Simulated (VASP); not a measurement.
## NaB3: relaxation of cell and atoms with PBE

The system is NaB3.

```
Na B
1.0
     3.48247    0.00000    0.00000
     0.00000    3.48247    0.00000
     0.00000    0.00000    3.39720
Na B
1 3
Direct
  0.00000 0.00000 0.00000
  0.00000 0.50000 0.50000
  0.50000 0.00000 0.50000
  0.50000 0.50000 0.00000
```

```yaml
Program: VASP 6.6.1
Task: relaxation of cell and atoms
Functional: PBE
Potentials_or_basis: VASP PAW PBE potentials, release 64 (Na_pv, B)
Cutoff: 600 eV
k_mesh: 6 × 6 × 6
Occupations: gaussian, width 0.1 eV
Spin: no spin polarisation
Dipole_correction: no
Further_INCAR_settings: ALGO = Normal; EDIFF = 1e-07; IBRION = 2; EDIFFG = -0.04; NSW = 90; ISIF = 3
```

```json
{
  "Relaxed volume": "8.98 Å³/atom",
  "Relaxed cell": "a = 3.299 Å, b = 3.299 Å, c = 3.299 Å, α = 90.00°, β = 90.00°, γ = 90.00°",
  "Space group after relaxing (to 0.05 Å)": "Pm-3m (No. 221)",
  "Energy gained by relaxing": "53.3 meV/atom",
  "Ionic steps": "6",
  "Pressure after relaxing": "0.1 GPa",
  "Band gap on the k mesh": "zero (band 8 reaches 7.41 eV, above the bottom of band 9 at 1.80 eV)"
}
```

Step by step:
```tsv
step	energy change (eV)	largest force (eV/Å)	pressure (GPa)	volume (Å³)
1	0.0000	0.0000	-10.81	41.20
2	-0.1955	0.0000	-3.58	37.19
3	-0.2112	0.0000	-0.15	35.98
4	-0.2113	0.0000	0.20	35.88
5	-0.2130	0.0000	0.11	35.89
6	-0.2134	0.0000	0.07	35.90
```

Final structure:
```yaml
crystal:
  lattice:
    - [3.29876, 0.00000, 0.00000]
    - [0.00000, 3.29876, 0.00000]
    - [0.00000, 0.00000, 3.29918]
  atoms:
    - { symbol: Na, position: [0.00000, 0.00000, 0.00000] }
    - { symbol: B, position: [0.00000, 0.50000, 0.50000] }
    - { symbol: B, position: [0.50000, 0.00000, 0.50000] }
    - { symbol: B, position: [0.50000, 0.50000, 0.00000] }
```

Levels at points of the mesh, in eV from the Fermi level:
```
           k point  band 4  band 5  band 6  band 7  band 8  band 9  band 10  band 11  band 12
(0.00, 0.00, 0.00)  -12.55   -2.64   -2.63   -2.63   -0.76   -0.76     4.88     4.88     4.88
(0.50, 0.00, 0.00)  -10.12   -8.83   -1.17   -1.17    1.26    1.31     1.70     1.70     3.83
(0.50, 0.50, 0.00)   -8.30   -6.66   -6.66   -4.70    1.76    1.76     1.90     3.53     4.79
(0.00, 0.00, 0.50)  -10.12   -8.83   -1.17   -1.17    1.26    1.31     1.70     1.70     3.83
(0.50, 0.00, 0.50)   -8.30   -6.66   -6.66   -4.70    1.76    1.76     1.90     3.53     4.79
(0.50, 0.50, 0.50)   -6.06   -4.72   -4.72   -4.72   -3.66   -3.66    -3.66     7.34     9.44
```

Run time: 41 s on 1 thread of Intel(R) Xeon(R) Platinum 8488C (Sapphire Rapids) (shared host), peak memory 0.16 GiB.
